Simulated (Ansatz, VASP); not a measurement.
**Two plane-wave programs on Ti**

INCAR

```
SYSTEM = Ti
ALGO = Normal ; EDIFF = 1E-7
EDIFFG = -0.003 ; ENCUT = 500
GGA = PS ; GGA_COMPAT = .False.
IBRION = 2 ; ISIF = 3
ISMEAR = -1 ; LASPH = .True.
LCHARG = .False. ; LREAL = .False.
LWAVE = .False. ; NELM = 120
NELMIN = 4 ; NSW = 100
PREC = Accurate ; SIGMA = 0.05
```

Contents of KPOINTS:

```
k-points
0
Gamma
  20 20 11
  0 0 0
```

POSCAR

```
Ti
1.0
    2.9500000000      0.0000000000      0.0000000000
   -1.4750000000      2.5547749412      0.0000000000
    0.0000000000      0.0000000000      4.6860000000
Ti
2
Direct
    0.3333333333      0.6666666667      0.2500000000
    0.6666666667      0.3333333333      0.7500000000
```

Input for Ansatz:

```yaml
crystal:
  lattice:
    - [2.95, 0.0, 0.0]
    - [-1.475, 2.5547749412, 0.0]
    - [0.0, 0.0, 4.686]
  atoms:
    - { symbol: Ti, position: [0.3333333333, 0.6666666667, 0.25] }
    - { symbol: Ti, position: [0.6666666667, 0.3333333333, 0.75] }
kpoints:
  mp_grid: { grid: [20, 20, 11] }
scf:
  occupations: { method: fermi_dirac, width: 0.05 }
hamiltonian:
  xc: pbesol
  pseudopotentials: { kind: paw }
output:
  forces: true
  stress: true
  write_density: true
  write_potential: true
  elf: true
  volumetric_format: npy
relax:
  f_tol: 0.003
  max_steps: 80
  cell: {}
```

Alike in both runs: task relaxation of cell and atoms; functional PBEsol; k mesh 20 × 20 × 11; occupations fermi-dirac, width 0.05 eV; no spin polarisation.

|  | VASP | Ansatz |
| --- | --- | --- |
| version | VASP 6.6.1 | Ansatz 0.2.0 |
| potentials or method | VASP PAW PBE potentials, release 64 (Ti_sv) | PAW with Ansatz's default frozen-core files, scalar-relativistic |
| plane-wave cutoff (eV) | 500 | 420 |
| valence electrons in the cell | 24 | 24 |

```csv
,VASP,Ansatz,Ansatz less VASP
relaxed volume (Å³/atom),16.68,16.72,+0.040
relaxed length of the cell vector where the two differ most in proportion (Å),4.587,4.591,+0.0042
```

VASP's potentials were made for PBE, not for PBEsol.
